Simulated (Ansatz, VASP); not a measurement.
Ga: VASP beside Ansatz

Contents of INCAR:

```
PREC = Accurate
ENCUT = 520
EDIFF = 1E-8
ISMEAR = -1
SIGMA = 0.03
LREAL = F
LASPH = T
NELM = 80
ALGO = Normal
ISIF = 2
LWAVE = F
LCHARG = F
GGA = PE
LEFG = T
NBANDS = 20
```

File KPOINTS:

```
Automatic mesh
0
Gamma
  14 14 11
```

POSCAR

```
Ga
1.0
    1.4433975000     -4.0472450000      0.0396525000
    1.3226025000      4.0057550000     -0.0811425000
   -0.1673989500     -0.0481872000      3.3316917500
Ga
2
Direct
    0.8690000000      0.1310000000      0.2500000000
    0.1310000000      0.8690000000      0.7500000000
```

Input for Ansatz:

```yaml
crystal:
  lattice:
    - [1.4433975, -4.047245, 0.0396525]
    - [1.3226025, 4.005755, -0.0811425]
    - [-0.16739895, -0.0481872, 3.33169175]
  atoms:
    - { symbol: Ga, position: [0.869, 0.131, 0.25] }
    - { symbol: Ga, position: [0.131, 0.869, 0.75] }
kpoints:
  mp_grid: { grid: [14, 14, 11] }
scf:
  occupations: { method: fermi_dirac, width: 0.03 }
hamiltonian:
  xc: pbe
  pseudopotentials: { kind: paw }
output:
  forces: true
  stress: true
  eigenvalues: true
  efg: { contact_densities: true }
```

Change from the starting cell: equal xy, yz and zx shear strains of -3 %, PAW files.

Alike in both runs: task electric field gradients; functional PBE; k mesh 14 × 14 × 11; occupations fermi-dirac, width 0.03 eV; no spin polarisation.

|  | VASP | Ansatz |
| --- | --- | --- |
| version | VASP 6.6.1 | Ansatz 0.2.0 |
| potentials or method | VASP PAW PBE potentials, release 64 (Ga_d) | PAW with Ansatz's default frozen-core files, scalar-relativistic |
| plane-wave cutoff (eV) | 520 | 420 |
| valence electrons in the cell | 26 | 26 |

|  | VASP | Ansatz | Ansatz less VASP |
| --- | --- | --- | --- |
| pressure (GPa) | 2.1 | 2.0 | -0.13 |
| traceless stress, the component that is largest in VASP (GPa) | 1.30 | 1.29 | -0.016 |
| rms of the force components (eV/Å) | 0.100 | 0.099 | -0.0010 |
| size of Vzz on the site where it differs most (V/Å²) | 26.6 | 28.2 | +1.64 |

Atom by atom the forces differ by 0.001 eV/Å (rms over components). With one functional, cell and mesh, what is left measures potentials, basis and numerics.
